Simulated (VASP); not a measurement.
## SnTe: relaxation of cell and atoms with PBEsol

The system is SnTe.

```
Sn Te
1.0
     0.00000    3.18581    3.18581
     3.18581    0.00000    3.18581
     3.18581    3.18581    0.00000
Sn Te
1 1
Cartesian
  0.0000 0.0000 0.0000
  3.1858 3.1858 3.1858
```

```json
{
 "Program": "VASP 6.6.1",
 "Task": "relaxation of cell and atoms",
 "Functional": "PBEsol",
 "Potentials or basis": "VASP PAW PBE potentials, release 64 (Sn_d, Te)",
 "Cutoff": "600 eV",
 "k mesh": "12 × 12 × 12",
 "Occupations": "gaussian, width 0.1 eV",
 "Spin": "no spin polarisation",
 "Dipole correction": "no",
 "Further INCAR settings": "ALGO = Normal; EDIFF = 1e-07; IBRION = 2; EDIFFG = -0.005; NSW = 100; ISIF = 3"
}
```

The relaxed volume is 31.11 Å³/atom and the relaxed cell is a = 4.448 Å, b = 4.448 Å, c = 4.448 Å, α = 60.00°, β = 60.00°, γ = 60.00°. The space group after relaxing (to 0.1 Å) is Fm-3m (No. 225) and the energy gained by relaxing is 6.6 meV/atom. The ionic steps are 3 and the pressure after relaxing is 0.0 GPa. The band gap on the k mesh is 0.16 eV.

The path:
```tsv
step	energy change (eV)	largest force (eV/Å)	pressure (GPa)	volume (Å³)
1	0.0000	0.0000	-1.67	64.67
2	-0.0122	0.0000	0.52	61.56
3	-0.0133	0.0000	0.01	62.21
```

Final structure:
```
Sn Te
1.0
     0.00000    3.14498    3.14498
     3.14498    0.00000    3.14498
     3.14498    3.14498    0.00000
Sn Te
1 1
Direct
  0.00000 0.00000 0.00000
  0.50000 0.50000 0.50000
```

Levels at points of the mesh, in eV from the valence-band top:
```tsv
k point	band 8	band 9	band 10	band 11	band 12	band 13
(0.00, 0.00, 0.00)	-2.09	-2.09	-2.09	3.40	3.40	3.40
(0.50, 0.00, 0.00)	-1.75	-1.75	0.00	0.16	0.39	0.39
(0.50, 0.50, 0.00)	-5.59	-3.72	-3.72	2.13	5.00	5.00
```

It took 4.1 min on 1 thread of Intel Xeon 8259CL (shared host), peak memory 0.27 GiB.

Caveat: semilocal functionals underestimate gaps, and a narrow one can read as zero; the PAW data sets were made with another functional, which shifts forces and pressure a little; spin-orbit coupling is left out, which moves the levels of the heavy elements. A k mesh can miss the band edges.
